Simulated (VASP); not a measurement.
ZnO, 4 atoms in the cell. It takes space group P6_3mc (No. 186, hexagonal). Conventional cell: a = 3.277 Å, b = 3.277 Å, c = 4.875 Å, α = 90.00°, β = 90.00°, γ = 120.00°. Zn (site symmetry 3m) has 4 O at 1.62 to 2.06 Å within 2.2 Å. O (site symmetry 3m) has 4 Zn at 1.62 to 2.06 Å within 2.2 Å.  This cell differs from its parent crystal: c/a of the conventional cell at fixed volume 1.4875.

* Program: VASP 6.6.1
* Task: single point
* Functional: LDA
* Potentials or basis: VASP PAW LDA potentials, release 64 (Zn, O)
* Cutoff: 520 eV
* k mesh: 12 × 12 × 6
* Occupations: gaussian, width 0.05 eV
* Spin: no spin polarisation
* Dipole correction: no
* Further INCAR settings: ALGO = Normal; EDIFF = 1e-06; NBANDS = 26

Potentials or basis: VASP PAW LDA potentials, release 64 (Zn, O).

The run is started by

```bash
$ cat potpaw_LDA.64/Zn/POTCAR potpaw_LDA.64/O/POTCAR > POTCAR
$ mpirun -np 1 vasp_std > vasp.out
```

Hardware: 1 thread of AMD EPYC 7R13, on a shared host.

Question: How long does it take, and how much memory?

Answer: Run time: 2.7 min on 1 thread of AMD EPYC 7R13 (shared host), peak memory 0.16 GiB. Counts: scf iterations 15, k points 76.
